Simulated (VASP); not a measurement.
Wanted: the native input for a VASP 6.6.1 run.

```yaml
Task: single point
Functional: PBE
Dispersion: D3(BJ)
Potentials_or_basis: VASP PAW PBE potentials, release 64 (Ti_sv, H)
Cutoff: 520 eV
k_mesh: 3 × 2 × 4
Occupations: gaussian, width 0.1 eV
Spin: no spin polarisation
Dipole_correction: no
Further_INCAR_settings: ALGO = Normal; EDIFF = 1e-07; NBANDS = 84
```

The structure of Ti12H (a cell with a defect) lies in POSCAR:

```
Ti12H
1.0
    5.9000000000      0.0000000000      0.0000000000
   -4.4250000000      7.6643250000      0.0000000000
    0.0000000000      0.0000000000      4.6846000000
Ti H
12 1
Direct
   -0.0038063998      0.0003672861     -0.0058491654
    0.1859713730      0.2405593448      0.4966957691
   -0.0003812114      0.3339344300      0.0009322034
    0.1607574242      0.5530205204      0.5012321223
    0.0032134995      0.6681917847      0.0012743884
    0.1711888835      0.8830276639      0.4972648679
    0.4950454728     -0.0026722510      0.0005639756
    0.6688083116      0.2207342460      0.5011868676
    0.5076885629      0.3372163889      0.0005052726
    0.6739904327      0.5593700685      0.5016353584
    0.4938804486      0.6620948355      0.0022494984
    0.6457805665      0.8798344277      0.4973212227
   -0.0003042882      0.0048186892      0.5274892200
```

These files were run (other wordings do the same):

INCAR

```
SYSTEM = Ti12H
ALGO = Normal
EDIFF = 1E-7
ENCUT = 520
GGA = PE
ISIF = 2
ISMEAR = 0
IVDW = 12
LASPH = .TRUE.
LCHARG = .TRUE.
LELF = .TRUE.
LREAL = .FALSE.
LVHAR = .TRUE.
LWAVE = .FALSE.
NBANDS = 84
NELM = 100
PREC = Accurate
SIGMA = 0.1
```

KPOINTS

```
k-points
0
G
  3 2 4
  0 0 0
```

Potentials or basis: VASP PAW PBE potentials, release 64 (Ti_sv, H).

Launch:

```bash
$ cat potpaw_PBE.64/Ti_sv/POTCAR potpaw_PBE.64/H/POTCAR > POTCAR
$ mpirun -np 1 vasp_std > vasp.out
```

Results of the run:

The pressure is -5.9 GPa. The largest force is 0.253 eV/Å and the band gap on the k mesh is zero (an odd number of electrons rules out a gap without spin polarisation). The dispersion energy per atom is -0.561 eV.

Caveat: the k points lie up to 0.41 Å⁻¹ apart, too coarse for converged energies and pressures of a metal.

It took 9.2 min on 1 thread of Intel(R) Xeon(R) Platinum 8259CL CPU @ 2.50GHz (Skylake/Cascade Lake), with other jobs on the host, peak memory 0.43 GiB.
